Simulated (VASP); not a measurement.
# CaO (P6_3/mmc) in VASP: further runs

The runs below take CaO through single point, with PBE.

Everything below comes from runs of VASP 6.6.1. Logs are shortened: lines on timing, memory, paths and dates and some standing lists are left out, and cuts for length are marked.

**1. The cell of the first run**

It takes space group P6_3/mmc (No. 194, hexagonal). Conventional cell: a = 4.039 Å, b = 4.039 Å, c = 4.474 Å, α = 90.00°, β = 90.00°, γ = 120.00°. Ca (site symmetry -6m2) has 5 O at 2.24 to 2.33 Å within 3.0 Å. Within 3.0 Å of O (site symmetry -6m2) lie 5 Ca at 2.24 to 2.33 Å.

**2. Single point, PBE (15.80 Å³/atom)**

Contents of INCAR:

```
PREC = Accurate
ENCUT = 520
EDIFF = 1E-6
ISMEAR = 0
SIGMA = 0.05
LREAL = False
LASPH = True
NELM = 60
ALGO = Normal
ISIF = 2
LWAVE = False
LCHARG = True
GGA = PE
LELF = True
LVHAR = True
NBANDS = 24
```

Contents of KPOINTS:

```
Automatic mesh
0
Gamma
  9 9 6
```

Contents of POSCAR:

```
CaO
1.0
    4.0389565358      0.0000000000      0.0000000000
   -2.0194782679      3.4978389648      0.0000000000
    0.0000000000      0.0000000000      4.4743560503
Ca O
2 2
Direct
    0.3333333333      0.6666666667      0.7500000000
    0.6666666667      0.3333333333      0.2500000000
    0.3333333333      0.6666666667      0.2500000000
    0.6666666667      0.3333333333      0.7500000000
```

Potentials or basis: VASP PAW PBE potentials, release 64 (Ca_sv, O).

Started as:

```console
$ cat potpaw_PBE.64/Ca_sv/POTCAR potpaw_PBE.64/O/POTCAR > POTCAR
$ mpirun -np 1 vasp_std > vasp.out
```

OUTCAR:

```text
PREC = Accurate
   ENCUT = 520
   EDIFF = 1E-6
   ISMEAR = 0
   LREAL = False
   LASPH = True
   NELM = 60
   ISIF = 2
   GGA = PE

 ion  position               nearest neighbor table
   1  0.333  0.667  0.750-   3 2.24   3 2.24   4 2.33   4 2.33   4 2.33
   2  0.667  0.333  0.250-   4 2.24   4 2.24   3 2.33   3 2.33   3 2.33
   3  0.333  0.667  0.250-   1 2.24   1 2.24   2 2.33   2 2.33   2 2.33
   4  0.667  0.333  0.750-   2 2.24   2 2.24   1 2.33   1 2.33   1 2.33

  LATTYP: Found a hexagonal cell.
 ALAT       =     4.0389565358
 C/A-ratio  =     1.1078000000

  Lattice vectors:

 A1 = (   4.0389565358,   0.0000000000,   0.0000000000)
 A2 = (  -2.0194782679,   3.4978389648,   0.0000000000)
 A3 = (   0.0000000000,   0.0000000000,   4.4743560503)

Analysis of symmetry for initial positions (statically):
=====================================================================
 Subroutine PRICEL returns:
 Original cell was already a primitive cell.

 Routine SETGRP: Setting up the symmetry group for a
 hexagonal supercell.

 Subroutine GETGRP returns: Found 24 space group operations
 (whereof 12 operations were pure point group operations)
 out of a pool of 24 trial point group operations.

The static configuration has the point symmetry D_3d.
 The point group associated with its full space group is D_6h.

Analysis of symmetry for dynamics (positions and initial velocities):
=====================================================================
 Subroutine PRICEL returns:
 Original cell was already a primitive cell.

 Routine SETGRP: Setting up the symmetry group for a
 hexagonal supercell.

 Subroutine GETGRP returns: Found 24 space group operations
 (whereof 12 operations were pure point group operations)
 out of a pool of 24 trial point group operations.

The dynamic configuration has the point symmetry D_3d.
 The point group associated with its full space group is D_6h.

 Subroutine INISYM returns: Found 24 space group operations
 (whereof 12 operations are pure point group operations),
 and found     1 'primitive' translations

----------------------------------------------------------------------------------------

                                     Primitive cell

  volume of cell :      63.2120

  direct lattice vectors                    reciprocal lattice vectors
     4.038956536  0.000000000  0.000000000     0.247588700  0.142945403  0.000000000
    -2.019478268  3.497838965  0.000000000     0.000000000  0.285890806  0.000000000
     0.000000000  0.000000000  4.474356050     0.000000000  0.000000000  0.223495848

  length of vectors
     4.038956536  4.038956536  4.474356050     0.285890806  0.285890806  0.223495848

  position of ions in fractional coordinates (direct lattice)
     0.333333333  0.666666667  0.750000000
     0.666666667  0.333333333  0.250000000
     0.333333333  0.666666667  0.250000000
     0.666666667  0.333333333  0.750000000

  ion indices of the primitive-cell ions
   primitive index   ion index
                 1           1
                 2           2
                 3           3
                 4           4

----------------------------------------------------------------------------------------

 KPOINTS: Automatic mesh

Automatic generation of k-mesh.
 Grid dimensions read from file:
 generate k-points for:    9    9    6

 Generating k-lattice:

  Cartesian coordinates                     Fractional coordinates (reciprocal lattice)
     0.027509856  0.015882823  0.000000000     0.111111111 -0.000000000  0.000000000
     0.000000000  0.031765645  0.000000000     0.000000000  0.111111111  0.000000000
     0.000000000  0.000000000  0.037249308     0.000000000  0.000000000  0.166666667

  Length of vectors
     0.031765645  0.031765645  0.037249308

  Shift w.r.t. Gamma in fractional coordinates (k-lattice)
     0.000000000  0.000000000  0.000000000

 Subroutine IBZKPT returns following result:
 ===========================================

 Found     48 irreducible k-points:

 Following reciprocal coordinates:
            Coordinates               Weight
  0.000000  0.000000  0.000000      1.000000
  0.111111  0.000000  0.000000      6.000000
  0.222222 -0.000000  0.000000      6.000000
  0.333333  0.000000  0.000000      6.000000
  0.444444 -0.000000  0.000000      6.000000
  0.111111  0.111111  0.000000      6.000000
[... 16 lines left out ...]
  0.333333  0.222222  0.166667     24.000000
  0.333333  0.333333  0.166667      4.000000
 [... further k-points ...]
   k-points           NKPTS =     48   k-points in BZ     NKDIM =     48   number of bands    NBANDS=     24
   number of dos      NEDOS =    301   number of ions     NIONS =      4
   total plane-waves  NPLWV =  32400
   dimension x,y,z NGX =    30 NGY =   30 NGZ =   36
   dimension x,y,z NGXF=    60 NGYF=   60 NGZF=   72
   ions per type =               2   2
   NGX,Y,Z   is equivalent  to a cutoff of  12.35, 12.35, 13.38 a.u.
   NGXF,Y,Z  is equivalent  to a cutoff of  24.70, 24.70, 26.75 a.u.
 SYSTEM =  unknown system
   PREC   = accura    normal or accurate (medium, high low for compatibility)
   ISTART =      0    job   : 0-new  1-cont  2-samecut
   ICHARG =      2    charge: 1-file 2-atom 10-const
   ISPIN  =      1    spin polarized calculation?
   LNONCOLLINEAR =      F non collinear calculations
   LSORBIT =      F    spin-orbit coupling
   LASPH  =      T    aspherical Exc in radial PAW
   ENCUT  =  520.0 eV  38.22 Ry    6.18 a.u.   7.51  7.51  8.32*2*pi/ulx,y,z
   NELM   =     60;   NELMIN=  2; NELMDL= -5     # of ELM steps
   EDIFF  = 0.1E-05   stopping-criterion for ELM
   LREAL  =      F    real-space projection
   EDIFFG = 0.1E-04   stopping-criterion for IOM
   NSW    =      0    number of steps for IOM
   IBRION =     -1    ionic relax: 0-MD 1-quasi-New 2-CG
   NFREE  =      0    steps in history (QN), initial steepest desc. (CG)
   ISIF   =      2    stress and relaxation
   ISYM   =      2    0-nonsym 1-usesym 2-fastsym
   POTIM  = 0.5000    time-step for ionic-motion
   TEBEG  =    0.0;   TEEND  =   0.0 temperature during run
   PSTRESS=    0.0 pullay stress
   NELECT =      32.0000    total number of electrons
   NUPDOWN=      -1.0000    fix difference up-down
   EMIN   =  10.00;   EMAX   =-10.00  energy-range for DOS
   EFERMI =   0.00;   METHOD = LEGACY
   ISMEAR =     0;   SIGMA  =   0.05  broadening in eV -4-tet -1-fermi 0-gaus
   EFERMI_NEDOS =   21; number of points for ismear=-14 and -15
   IALGO  =     38    algorithm
   IMIX   =      4    mixing-type and parameters
     AMIX     =   0.40;   BMIX     =  1.00
     AMIX_MAG =   1.60;   BMIX_MAG =  1.00
  volume/ion in A,a.u.               =      15.80       106.64
  Fermi-wavevector in a.u.,A,eV,Ry     =   1.304743  2.465607 23.161937  1.702354
  Thomas-Fermi vector in A             =   2.435658
   LORBIT       =      0    0 simple, 1 ext, 2 COOP (PROOUT), +10 PAW based schemes
   GGA     = PE    functional components
   LHFCALC =     F    Hartree Fock is set to
   AEXX    =    0.0000 exact exchange contribution
   IVDW    =     0    specifies the selected vdW correction
   LEPSILON=     F    determine dielectric tensor
   LRPA    =     F    only Hartree local field effects (RPA)
 non-spin polarized calculation
 Gauss-broadening in eV      SIGMA  =   0.05
  energy-cutoff  :      520.00
  volume of cell :       63.21
 maximum number of plane-waves:      1739
 NGX is ok and might be reduce to    30
   NGX = 15   NGY = 15   NGZ = 17

 number of electron      32.0000008 magnetization

 Free energy of the ion-electron system (eV)
  ---------------------------------------------------
  ext. energy  EPLUGINS =         0.00000000
  ---------------------------------------------------
  free energy    TOTEN  =       -25.10328587 eV

  energy without entropy =      -25.10328587  energy(sigma->0) =      -25.10328587

 E-fermi :   2.0765     XC(G=0):  -9.5577

 val. band max:        1.7549214024   @ k =   0.0000   0.0000   0.0000
 cond. band min:       4.6945142747   @ k =   0.0000   0.0000   0.0000
 fundamental gap:      2.9395928724
 Fermi energy:         2.0765351677

 k-point     1 :       0.0000    0.0000    0.0000
  band No.  band energies     occupation
      1     -35.8677      2.00000
      2     -35.6830      2.00000
      3     -17.2637      2.00000
      4     -17.0317      2.00000
      5     -17.0317      2.00000
      6     -16.7467      2.00000
[... 16 lines left out ...]
     23      10.2443      0.00000
     24      10.2461      0.00000

 k-point     2 :       0.1111    0.0000    0.0000
  band No.  band energies     occupation
      1     -35.8615      2.00000
      2     -35.6866      2.00000
      3     -17.2450      2.00000
      4     -17.0806      2.00000
      5     -17.0439      2.00000
      6     -16.8128      2.00000
[... 16 lines left out ...]
     23      10.0490      0.00000
     24      10.3685      0.00000

 k-point     3 :       0.2222   -0.0000    0.0000
  band No.  band energies     occupation
      1     -35.8443      2.00000
      2     -35.6974      2.00000
      3     -17.1981      2.00000
      4     -17.1922      2.00000
      5     -17.0731      2.00000
      6     -16.9650      2.00000
[... 16 lines left out ...]
     23      10.4339      0.00000
     24      10.4908      0.00000
[... 514 lines left out ...]
 k-point    23 :       0.3333    0.2222    0.1667
  band No.  band energies     occupation
      1     -35.7810      2.00000
      2     -35.7446      2.00000
      3     -17.5609      2.00000
      4     -17.4775      2.00000
      5     -17.1560      2.00000
      6     -16.8435      2.00000
[... 16 lines left out ...]
     23      10.2187      0.00000
     24      11.0147      0.00000

 k-point    24 :       0.3333    0.3333    0.1667
  band No.  band energies     occupation
      1     -35.7622      2.00000
      2     -35.7622      2.00000
      3     -17.5316      2.00000
      4     -17.5316      2.00000
      5     -17.1791      2.00000
      6     -16.7785      2.00000
[... 16 lines left out ...]
     23      10.0652      0.00000
     24      11.2802      0.00000

 [... further k-points ...]

------------------------ aborting loop because EDIFF is reached ----------------------------------------

  FORCE on cell =-STRESS in cart. coord.  units (eV):
  Direction    XX          YY          ZZ          XY          YZ          ZX
  --------------------------------------------------------------------------------------
  -------------------------------------------------------------------------------------
  Total        0.9864625      0.9864625      7.6528588      0.0000000      0.0000000     -0.0000000
  in kB       25.0029727     25.0029727    193.9700837      0.0000000      0.0000000     -0.0000000
  external PRESSURE =      81.3253431 kB  Pullay stress =       0.0000000 kB

 VOLUME and BASIS-vectors are now :
 -----------------------------------------------------------------------------
  energy-cutoff  :      520.00
  volume of cell :       63.21
      direct lattice vectors                 reciprocal lattice vectors
     4.038956536  0.000000000  0.000000000     0.247588700  0.142945403  0.000000000
    -2.019478268  3.497838965  0.000000000     0.000000000  0.285890806  0.000000000
     0.000000000  0.000000000  4.474356050     0.000000000  0.000000000  0.223495848

 POSITION                                       TOTAL-FORCE (eV/Angst)
 -----------------------------------------------------------------------------------
     -0.00000      2.33189      3.35577         0.000000      0.000000      0.000000
      2.01948      1.16595      1.11859        -0.000000     -0.000000      0.000000
     -0.00000      2.33189      1.11859        -0.000000      0.000000      0.000000
      2.01948      1.16595      3.35577         0.000000     -0.000000      0.000000
 -----------------------------------------------------------------------------------
    total drift:                                0.000000     -0.000000      0.000000

  FREE ENERGIE OF THE ION-ELECTRON SYSTEM (eV)
  ---------------------------------------------------
  free  energy   TOTEN  =       -25.1032858701 eV

  energy  without entropy=      -25.1032858701  energy(sigma->0) =      -25.10328587
```

It took 62 s on 1 thread of Intel Xeon Platinum 8488C (Sapphire Rapids), shared host; peak memory 0.21 GiB.

What came out:

| Property | Result |
| --- | --- |
| Free energy | -25.1033 eV |
| Pressure | 8.1 GPa |
| Band gap on the k mesh | 2.94 eV |

Levels at points of the mesh, in eV from the valence-band top:
| k point | band 13 | band 14 | band 15 | band 16 | band 17 | band 18 | band 19 | band 20 |
| --- | --- | --- | --- | --- | --- | --- | --- | --- |
| (0.00, 0.00, 0.00) | -1.37 | -1.37 | -0.89 | 0.00 | 2.94 | 5.94 | 5.94 | 8.12 |
| (0.00, 0.00, 0.50) | -1.60 | -1.60 | -1.60 | -1.60 | 4.77 | 4.77 | 7.97 | 7.97 |

Caveat: the cell stands under pressure; an odd mesh through Γ misses points on the zone boundary, where band edges can lie.

**3. Single point, PBE (15.80 Å³/atom)**

Contents of INCAR:

```
  PREC = Accurate
  ENCUT = 520
  EDIFF = 1E-6
  ISMEAR = 0
  SIGMA = 0.05
  LREAL = False
  LASPH = True
  NELM = 100
  ALGO = Normal
  ISIF = 2
  LWAVE = False
  LCHARG = True
  GGA = PE
  LELF = True
  LVHAR = True
  NBANDS = 24
```

Contents of KPOINTS:

```
regular mesh
0
Gamma
  9 9 6
```

Contents of POSCAR:

```
CaO
1.0
    3.9321596488      0.0000000000      0.0000000000
   -1.9660798244      3.4053501476      0.0000000000
    0.0000000000      0.0000000000      4.7207023192
Ca O
2 2
Direct
    0.3333333333      0.6666666667      0.7500000000
    0.6666666667      0.3333333333      0.2500000000
    0.3333333333      0.6666666667      0.2500000000
    0.6666666667      0.3333333333      0.7500000000
```

Potentials or basis: VASP PAW PBE potentials, release 64 (Ca_sv, O).

Started as:

```console
$ cat potpaw_PBE.64/Ca_sv/POTCAR potpaw_PBE.64/O/POTCAR > POTCAR
$ mpirun -np 1 vasp_std > vasp.out
```

Wall time 61 s (1 thread of Intel Xeon Platinum 8488C (Sapphire Rapids), shared host); peak memory 0.2 GiB.

Results (log left out):

```yaml
Free_energy: -25.2794 eV
Pressure: 5.9 GPa
Band_gap_on_the_k_mesh: 3.32 eV
```

Stress tensor (GPa, compression positive):
```
5.65 0.00 0.00
0.00 5.65 0.00
0.00 0.00 6.31
```

Levels at points of the mesh, in eV from the valence-band top:
| k point | band 14 | band 15 | band 16 | band 17 | band 18 | band 19 |
| --- | --- | --- | --- | --- | --- | --- |
| (0.00, 0.00, 0.00) | -1.24 | -1.07 | 0.00 | 3.32 | 6.24 | 6.24 |
| (0.00, 0.00, 0.50) | -1.37 | -1.37 | -1.37 | 5.14 | 5.14 | 7.97 |

Caveat: the cell stands under pressure; an odd mesh through Γ misses points on the zone boundary, where band edges can lie.
